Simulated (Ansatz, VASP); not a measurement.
## Two plane-wave programs on BN

INCAR

```
SYSTEM = BN
PREC = Accurate
ENCUT = 600
EDIFF = 1E-6
ISMEAR = -4
SIGMA = 0.02
LREAL = .FALSE.
LASPH = .TRUE.
NELM = 120
ALGO = Normal
ISIF = 2
LWAVE = .FALSE.
LCHARG = .FALSE.
GGA = PE
NBANDS = 11
GGA_COMPAT = .FALSE.
```

File KPOINTS:

```
regular mesh
0
G
  12 12 12
  0 0 0
```

Contents of POSCAR:

```
BN
1.0
    0.0000000000      1.8123266322      1.8123266322
    1.8123266322      0.0000000000      1.8123266322
    1.8123266322      1.8123266322      0.0000000000
B N
1 1
Direct
    0.0000000000      0.0000000000      0.0000000000
    0.7500000000      0.7500000000      0.7500000000
```

Input for Ansatz:

```yaml
crystal:
  lattice:
    - [0.0, 1.8123266322, 1.8123266322]
    - [1.8123266322, 0.0, 1.8123266322]
    - [1.8123266322, 1.8123266322, 0.0]
  atoms:
    - { symbol: B, position: [0.0, 0.0, 0.0] }
    - { symbol: "N", position: [0.75, 0.75, 0.75] }
basis:
  ecutwfc: 420
kpoints:
  mp_grid: { grid: [12, 12, 12] }
hamiltonian:
  xc: pbe
scf:
  occupations: { method: tetrahedron_uncorrected }
output:
  forces: true
  eigenvalues: true
  stress: true
```

Alike in both runs: task single point; functional PBE; k mesh 12 × 12 × 12; no spin polarisation.

|  | VASP | Ansatz |
| --- | --- | --- |
| version | VASP 6.6.1 | Ansatz 0.2.0 |
| potentials or method | VASP PAW PBE potentials, release 64 (B, N), cutoff 600 eV | scalar-relativistic, plane waves, PAW |
| occupations | tetrahedron | tetrahedron-uncorrected |
| valence electrons in the cell | 8 | 8 |

|  | VASP | Ansatz | Ansatz less VASP |
| --- | --- | --- | --- |
| gap on the k mesh at the Fermi level (eV) | 4.45 | 4.46 | +0.012 |
| pressure (GPa) | 0.0 | 0.0 | +0.02 |

Ansatz's warnings: band table not solved further.
